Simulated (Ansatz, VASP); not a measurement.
Two plane-wave programs on TiGe4

```xyz
5
Lattice="-2.9544 2.9544 2.9544 2.9544 -2.9544 2.9544 2.9544 2.9544 -2.9544" Properties=species:S:1:pos:R:3 pbc="T T T"
Ti    0.0000    0.0000    0.0000
Ge    1.4772    1.4772    1.4772
Ge   -1.4772    1.4772    1.4772
Ge    1.4772    1.4772   -1.4772
Ge    1.4772   -1.4772    1.4772
```

Change from the starting cell: species swapped into the GeF4 type (I-43m, No. 217).

Alike in both runs: task single point; functional PBE; k mesh 4 × 4 × 4; occupations gaussian, width 0.1 eV; collinear spin.

|  | VASP | Ansatz |
| --- | --- | --- |
| version | VASP 6.6.1 | Ansatz 0.2.0 |
| potentials or method | VASP PAW PBE potentials, release 64 (Ti_sv, Ge_d), cutoff 520 eV | scalar-relativistic, plane waves, PAW |
| valence electrons in the cell | 68 | 68 |

```tsv
	VASP	Ansatz	Ansatz less VASP
gap on the k mesh at the Fermi level (eV)	none	none	-
pressure (GPa)	-0.1	-0.1	-0.01
net moment per atom (μB)	0.00	0.00	-0.001
```

A gap of «none» marks a metal or a gap that the smearing closes. Ansatz's warnings: seeded moment not kept.

The k mesh is coarse, so the values compare programs but aren't converged.
